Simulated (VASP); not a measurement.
# AlNi (P4/mmm) in VASP: further runs

The runs below take AlNi through vibrations by perturbation theory, with LDA.

Program: VASP 6.6.1. These are calculated values, not measurements. Logs are shortened: lines on timing, memory, paths and dates and some standing lists are left out, and cuts for length are marked.

## (1) The cell of the first run

The typed cell holds 2 atoms: a = 2.832 Å, b = 2.832 Å, c = 2.835 Å, α = 90.00°, β = 90.00°, γ = 90.00°.

## (2) Vibrations by perturbation theory, LDA

The input, INCAR:

```
SYSTEM = AlNi
PREC = Accurate
ENCUT = 540
EDIFF = 1E-8
ISMEAR = -1
SIGMA = 0.15
LREAL = .False.
LASPH = .True.
NELM = 300
ALGO = All
ISIF = 2
LWAVE = .False.
LCHARG = .False.
GGA = CA
IBRION = 8
NSW = 1
GGA_COMPAT = .False.
ISEARCH = 1
KPAR = 4
```

The input, KPOINTS:

```
Automatic mesh
0
Gamma
  16 16 14
  0 0 0
```

The input, POSCAR:

```
AlNi
1.0
    2.0028655974     -2.0028644312      0.0000000000
    2.0028655974      2.0028644312      0.0000000000
    0.0000000000      0.0000000000      2.8351334320
Al Ni
1 1
Direct
    0.0000000000      0.0000000000      0.0000000000
    0.5000000000      0.5000000000      0.5000000000
```

Potentials or basis: VASP PAW LDA potentials, release 64 (Al, Ni).

Launch:

```sh
cat potpaw_LDA.64/Al/POTCAR potpaw_LDA.64/Ni/POTCAR > POTCAR
mpirun -np 4 vasp_std > vasp.out
```

OUTCAR:

```text
SYSTEM = AlNi
   PREC = Accurate
   ENCUT = 540
   EDIFF = 1E-8
   ISMEAR = -1
   LREAL = .False.
   LASPH = .True.
   NELM = 300
   ISIF = 2
   GGA = CA
   IBRION = 8
   NSW = 1

 ion  position               nearest neighbor table
   1  0.000  0.000  0.000-   2 2.45   2 2.45   2 2.45   2 2.45   2 2.45   2 2.45   2 2.45   2 2.45

   2  0.500  0.500  0.500-   1 2.45   1 2.45   1 2.45   1 2.45   1 2.45   1 2.45   1 2.45   1 2.45

  LATTYP: Found a simple tetragonal cell.
 ALAT       =     2.8324788668
 C/A-ratio  =     1.0009371880

  Lattice vectors:

 A1 = (   2.0028655974,  -2.0028644312,   0.0000000000)
 A2 = (   2.0028655974,   2.0028644312,   0.0000000000)
 A3 = (   0.0000000000,   0.0000000000,   2.8351334320)

Analysis of symmetry for initial positions (statically):
=====================================================================
 Subroutine PRICEL returns:
 Original cell was already a primitive cell.

 Routine SETGRP: Setting up the symmetry group for a
 simple tetragonal supercell.

 Subroutine GETGRP returns: Found 16 space group operations
 (whereof 16 operations were pure point group operations)
 out of a pool of 16 trial point group operations.

The static configuration has the point symmetry D_4h.

Analysis of symmetry for dynamics (positions and initial velocities):
=====================================================================
 Subroutine PRICEL returns:
 Original cell was already a primitive cell.

 Routine SETGRP: Setting up the symmetry group for a
 simple tetragonal supercell.

 Subroutine GETGRP returns: Found 16 space group operations
 (whereof 16 operations were pure point group operations)
 out of a pool of 16 trial point group operations.

The dynamic configuration has the point symmetry D_4h.

 Subroutine INISYM returns: Found 16 space group operations
 (whereof 16 operations are pure point group operations),
 and found     1 'primitive' translations

----------------------------------------------------------------------------------------

                                     Primitive cell

  volume of cell :      22.7461

  direct lattice vectors                    reciprocal lattice vectors
     2.002865597 -2.002864431  0.000000000     0.249642313 -0.249642458  0.000000000
     2.002865597  2.002864431  0.000000000     0.249642313  0.249642458  0.000000000
     0.000000000  0.000000000  2.835133432     0.000000000  0.000000000  0.352717085

  length of vectors
     2.832478867  2.832478867  2.835133432     0.353047647  0.353047647  0.352717085

  position of ions in fractional coordinates (direct lattice)
     0.000000000  0.000000000  0.000000000
     0.500000000  0.500000000  0.500000000

  ion indices of the primitive-cell ions
   primitive index   ion index
                 1           1
                 2           2

----------------------------------------------------------------------------------------

 KPOINTS: Automatic mesh

Automatic generation of k-mesh.
 Grid dimensions read from file:
 generate k-points for:   16   16   14

 Generating k-lattice:

  Cartesian coordinates                     Fractional coordinates (reciprocal lattice)
     0.015602645 -0.015602654  0.000000000     0.062500000  0.000000000  0.000000000
     0.015602645  0.015602654  0.000000000     0.000000000  0.062500000  0.000000000
     0.000000000  0.000000000  0.025194078     0.000000000  0.000000000  0.071428571

  Length of vectors
     0.022065478  0.022065478  0.025194078

  Shift w.r.t. Gamma in fractional coordinates (k-lattice)
     0.000000000  0.000000000  0.000000000

 Subroutine IBZKPT returns following result:
 ===========================================
[... 82 lines left out ...]
 maximum number of plane-waves:       672
 NGX is ok and might be reduce to    24
   NGX = 11   NGY = 11   NGZ = 11

--------------------------------------- Ionic step        1  -------------------------------------------

 number of electron      12.9999994 magnetization

 Free energy of the ion-electron system (eV)
  ---------------------------------------------------
  ext. energy  EPLUGINS =         0.00000000
  ---------------------------------------------------
  free energy    TOTEN  =       -12.22568021 eV

  energy without entropy =      -12.16654814  energy(sigma->0) =      -12.19611418

 E-fermi :  10.4472     XC(G=0): -12.5463

 val. band max:       10.4450216003   @ k =   0.3750   0.3750   0.5000
 cond. band min:      10.4476344904   @ k =   0.1875   0.1250   0.3571
 fundamental gap:      0.0026128900
 Fermi energy:        10.4472196316

 k-point     1 :       0.0000    0.0000    0.0000
  band No.  band energies     occupation
      1      -1.0257      2.00000
      2       6.9233      2.00000
      3       6.9233      2.00000
      4       8.7438      1.99998
      5       8.7438      1.99998
      6       8.7462      1.99998
      7      16.0874      0.00000
      8      16.1219      0.00000
      9      16.1219      0.00000
     10      18.8111      0.00000
[... 287 lines left out ...]
 k-point    24 :       0.5000    0.1250    0.0000
  band No.  band energies     occupation
      1       3.5379      2.00000
      2       3.6895      2.00000
      3       7.4934      2.00000
      4       7.9294      2.00000
      5       8.0153      2.00000
      6       8.7320      1.99998
      7       9.7163      1.98482
      8      17.5924      0.00000
      9      18.5569      0.00000
     10      21.0967      0.00000

 [... further k-points ...]

------------------------ aborting loop because EDIFF is reached ----------------------------------------

  FORCE on cell =-STRESS in cart. coord.  units (eV):
  Direction    XX          YY          ZZ          XY          YZ          ZX
  --------------------------------------------------------------------------------------
  -------------------------------------------------------------------------------------
  Total        0.0453956      0.0453955      0.0449187      0.0000000     -0.0000000      0.0000000
  in kB        3.1975483      3.1975446      3.1639587      0.0000000     -0.0000000      0.0000000
  external PRESSURE =       3.1863505 kB  Pullay stress =       0.0000000 kB

 VOLUME and BASIS-vectors are now :
 -----------------------------------------------------------------------------
  energy-cutoff  :      540.00
  volume of cell :       22.75
      direct lattice vectors                 reciprocal lattice vectors
     2.002865597 -2.002864431  0.000000000     0.249642313 -0.249642458  0.000000000
     2.002865597  2.002864431  0.000000000     0.249642313  0.249642458  0.000000000
     0.000000000  0.000000000  2.835133432     0.000000000  0.000000000  0.352717085

 POSITION                                       TOTAL-FORCE (eV/Angst)
 -----------------------------------------------------------------------------------
      0.00000      0.00000      0.00000         0.000000     -0.000000      0.000000
      2.00287      0.00000      1.41757         0.000000      0.000000      0.000000
 -----------------------------------------------------------------------------------
    total drift:                                0.000000     -0.000000     -0.000000

  FREE ENERGIE OF THE ION-ELECTRON SYSTEM (eV)
  ---------------------------------------------------
  free  energy   TOTEN  =       -12.2256802136 eV

  energy  without entropy=      -12.1665487722  energy(sigma->0) =      -12.19611449

[... ionic steps 2 to 3 ...]

--------------------------------------- Ionic step        4  -------------------------------------------

------------------------ aborting loop because EDIFF is reached ----------------------------------------
[... 11 lines left out ...]
[... ionic steps 8 to 8 ...]

--------------------------------------- Ionic step        9  -------------------------------------------

 Free energy of the ion-electron system (eV)
  ---------------------------------------------------
  ---------------------------------------------------
  free energy    TOTEN  =        -0.18672104 eV

  energy without entropy =       -0.18672101

------------------------ aborting loop because EDIFF is reached ----------------------------------------

 INTERNAL STRAIN TENSOR  FOR ION    2  DIRECTION 3   (eV/Angst):
 -----------------------------------------------------------------------------
     0.00997  0.00000  0.00000
     0.00000  0.00997  0.00000
     0.00000 -0.00000  0.03097

 INTERNAL STRAIN TENSOR FOR ION    2 for displacements in x,y,z  (eV/Angst):
          X           Y           Z          XY          YZ          ZX
  --------------------------------------------------------------------------------
  x     0.00000     0.00000     0.00000     0.00000     0.00000     0.00000
  y     0.00000     0.00000     0.00000     0.00000     0.00000     0.00000
  z     0.00000     0.00000     0.00000     0.00000     0.00000     0.00000

 SECOND DERIVATIVES (NOT SYMMETRIZED)
 ------------------------------------
               1X          1Y          1Z          2X          2Y          2Z
  1X    -6.497537    0.000000    0.000000    6.497537    0.000000    0.000000
  1Y     0.000000   -6.497529    0.000000    0.000000    6.497529    0.000000
  1Z    -0.000000   -0.000000   -6.502659    0.000000    0.000000    6.502659
  2X     6.491756    0.000000    0.000000   -6.491756    0.000000    0.000000
  2Y     0.000000    6.491748    0.000000    0.000000   -6.491748    0.000000
  2Z     0.000000   -0.000000    6.498913   -0.000000    0.000000   -6.498913

 Eigenvectors and eigenvalues of the dynamical matrix
 ----------------------------------------------------

   1 f  =    9.271770 THz    58.256249 2PiTHz  309.272955 cm-1    38.344942 meV
             X         Y         Z           dx          dy          dz
      0.000000  0.000000  0.000000     0.000000   -0.000000    0.827760
      2.002866  0.000000  1.417567    -0.000000    0.000000   -0.561082
[... 21 lines left out ...]
   6 f/i=    0.001916 THz     0.012037 2PiTHz    0.063901 cm-1     0.007923 meV
             X         Y         Z           dx          dy          dz
      0.000000  0.000000  0.000000     0.561021    0.001107    0.000000
      2.002866  0.000000  1.417567     0.827799    0.001633    0.000000

--------------------------------------------------------------------------------------------------------

 ELASTIC MODULI CONTR FROM IONIC RELAXATION (kBar)
 Direction    XX          YY          ZZ          XY          YZ          ZX
 --------------------------------------------------------------------------------
 XX           0.0000      0.0000      0.0000      0.0000      0.0000      0.0000
 YY           0.0000      0.0000      0.0000      0.0000      0.0000      0.0000
 ZZ           0.0000      0.0000      0.0000      0.0000      0.0000      0.0000
 XY           0.0000      0.0000      0.0000      0.0000      0.0000      0.0000
 YZ           0.0000      0.0000      0.0000      0.0000      0.0000      0.0000
 ZX           0.0000      0.0000      0.0000      0.0000      0.0000      0.0000
 --------------------------------------------------------------------------------
```

It took 5.9 min on 4 MPI ranks of Intel Xeon Platinum 8175M at 2.50GHz (Skylake/Cascade Lake), shared host; peak memory 0.61 GiB.

What came out:

```yaml
Highest_phonon_frequency_at_Γ: 309 cm⁻¹
```

Phonon frequencies in cm⁻¹ (negative: imaginary):
| q point | frequencies |
| --- | --- |
| (0.000, 0.000, 0.000) | 0 0 0 309 309 309 |

(Part 1 of 2 ends here.)
